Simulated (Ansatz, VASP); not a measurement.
## Ag4Sn in VASP and in Ansatz

```
Ag Sn
1.0
     5.19706    0.00000    0.00000
     0.00000    5.19706    0.00000
     0.00000    0.00000    5.19706
Ag Sn
4 1
Direct
  0.50000 0.00000 0.00000
  0.00000 0.50000 0.00000
  0.00000 0.00000 0.50000
  0.50000 0.50000 0.50000
  0.00000 0.00000 0.00000
```

Alike in both runs: functional PBE; k mesh 8 × 8 × 8; occupations gaussian, width 0.1 eV; no spin polarisation.

Ansatz relaxed the structure, and its values are those at the end. VASP's run is a single point on that final structure, the one shown.

|  | VASP | Ansatz |
| --- | --- | --- |
| version | VASP 6.6.1 | Ansatz 0.2.0 |
| potentials or method | VASP PAW PBE potentials, release 64 (Ag, Sn_d), cutoff 520 eV | scalar-relativistic, plane waves, PAW |
| valence electrons in the cell | 58 | 90 |

|  | VASP | Ansatz | Ansatz less VASP |
| --- | --- | --- | --- |
| gap on the k mesh at the Fermi level (eV) | none | none | - |
| pressure (GPa) | 0.0 | 0.0 | -0.02 |

A gap of «none» marks a metal or a gap that the smearing closes. VASP's potentials hold 58 valence electrons a cell and Ansatz's 90, so a difference there can come from the potentials and not from the codes.
